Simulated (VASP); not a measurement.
## MgSe5: single point with PBE

MgSe5:

```
Mg Se
1.0
     6.04561    0.00000    0.00000
    -3.02280    5.23565    0.00000
     0.00000    0.00000    4.50579
Mg Se
1 5
Direct
  0.00000 0.00000 0.00000
  0.50000 0.00000 0.50000
  0.50000 0.50000 0.50000
  0.00000 0.50000 0.50000
  0.33333 0.66667 0.00000
  0.66667 0.33333 0.00000
```

The cell was built from a structure type or drawn by symmetry, and may not be a known phase.

```yaml
Program: VASP 6.6.1
Task: single point
Functional: PBE
Potentials_or_basis: VASP PAW PBE potentials, release 64 (Mg, Se)
Cutoff: 520 eV
k_mesh: 3 × 3 × 4
Occupations: gaussian, width 0.1 eV
Spin: no spin polarisation
Dipole_correction: no
Further_INCAR_settings: ALGO = Normal; EDIFF = 1e-07; NBANDS = 25
```

| Item | Value |
| --- | --- |
| Pressure | 0.1 GPa |
| Band gap on the k mesh | zero (bands 16 and 17 overlap by 1.51 eV) |

Levels at points of the mesh, in eV from the Fermi level:
| k point | band 13 | band 14 | band 15 | band 16 | band 17 | band 18 | band 19 | band 20 |
| --- | --- | --- | --- | --- | --- | --- | --- | --- |
| (0.00, 0.00, 0.00) | -1.93 | -1.93 | -1.37 | -0.38 | -0.38 | 0.89 | 1.63 | 1.63 |
| (0.00, 0.00, 0.50) | -1.70 | -0.86 | 0.62 | 0.99 | 1.46 | 1.46 | 1.51 | 2.19 |

It took 26 s on 1 thread of Intel(R) Xeon(R) 6975P-C (Granite Rapids), on a shared host, peak memory 0.26 GiB.

Caveat: the k points lie up to 0.40 Å⁻¹ apart, too coarse for converged energies and pressures of a metal.
